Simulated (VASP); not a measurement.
Crystal: LiW6S.

```
CELL_PARAMETERS angstrom
0.00000 4.08790 4.08790
4.08790 0.00000 4.08790
4.08790 4.08790 0.00000
ATOMIC_POSITIONS crystal
Li 0.00000 0.00000 0.00000
W 0.50000 0.00000 0.00000
W 0.00000 0.50000 0.50000
W 0.00000 0.50000 0.00000
W 0.50000 0.00000 0.50000
W 0.00000 0.00000 0.50000
W 0.50000 0.50000 0.00000
S 0.50000 0.50000 0.50000
```

The cell was generated, and may not be a known phase.

- Program: VASP 6.6.1
- Task: relaxation of cell and atoms
- Functional: PBE
- Potentials or basis: VASP PAW PBE potentials, release 64 (Li_sv, W_sv, S)
- Cutoff: 750 eV
- k mesh: 4 × 4 × 4
- Occupations: gaussian, width 0.1 eV
- Spin: no spin polarisation

At the start: pressure -17.2 GPa; volume 17.08 Å³/atom.

**Question.** How do energy, volume and symmetry change on relaxing?

**Answer.** Over 4 steps the energy falls by 95.8 meV/atom and the volume is 15.47 Å³/atom (-9.4 %); space group Fm-3m (No. 225, to 0.1 Å) before and after.

The path:
| step | energy change (eV) | largest force (eV/Å) | pressure (GPa) | volume (Å³) |
| --- | --- | --- | --- | --- |
| 1 | 0.0000 | 0.0000 | -17.25 | 136.63 |
| 2 | 2.2392 | 0.0000 | 55.56 | 103.40 |
| 3 | -0.7643 | 0.0000 | -1.20 | 124.32 |
| 4 | -0.7668 | 0.0000 | -0.24 | 123.76 |

Final structure:
```
Li W S
1.0
     0.00000    3.95538    3.95538
     3.95538    0.00000    3.95538
     3.95538    3.95538    0.00000
Li W S
1 6 1
Cartesian
  3.9554 0.0000 3.9554
  0.0000 1.9777 1.9777
  3.9554 1.9777 1.9777
  5.9331 3.9554 1.9777
  1.9777 3.9554 1.9777
  5.9331 1.9777 3.9554
  1.9777 1.9777 3.9554
  3.9554 3.9554 3.9554
```
